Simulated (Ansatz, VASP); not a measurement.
## Co in VASP and in Ansatz

```
CELL_PARAMETERS angstrom
2.46901 0.00000 0.00000
-1.23451 2.13823 0.00000
0.00000 0.00000 3.99244
ATOMIC_POSITIONS crystal
Co 0.33333 0.66667 0.25000
Co 0.66667 0.33333 0.75000
```

Alike in both runs: functional PBE; dispersion D3(BJ); k mesh 21 × 21 × 10; occupations gaussian, width 0.1 eV; collinear spin.

Ansatz relaxed the structure, and its values are those at the end. VASP's run is a single point on that final structure, the one shown.

|  | VASP | Ansatz |
| --- | --- | --- |
| version | VASP 6.6.1 | Ansatz 0.2.0 |
| potentials or method | VASP PAW PBE potentials, release 64 (Co), cutoff 520 eV | scalar-relativistic, plane waves, PAW |
| valence electrons in the cell | 18 | 34 |

Ansatz gave:

```
gap on the k mesh at the Fermi level (eV)                     : none
pressure (GPa)                                                : 0.0
net moment per atom (μB)                                      : 1.58
size of the moment on the site where the two differ most (μB) : 1.66
```

Estimate VASP's values.

gap on the k mesh at the Fermi level (eV): none; pressure (GPa): -1.0; net moment per atom (μB): 1.57; size of the moment on the site where the two differ most (μB): 1.59.

Site moments also hang on the region over which each program counts them. A gap of «none» marks a metal or a gap that the smearing closes. VASP's potentials hold 18 valence electrons a cell and Ansatz's 34, so a difference there can come from the potentials and not from the codes.
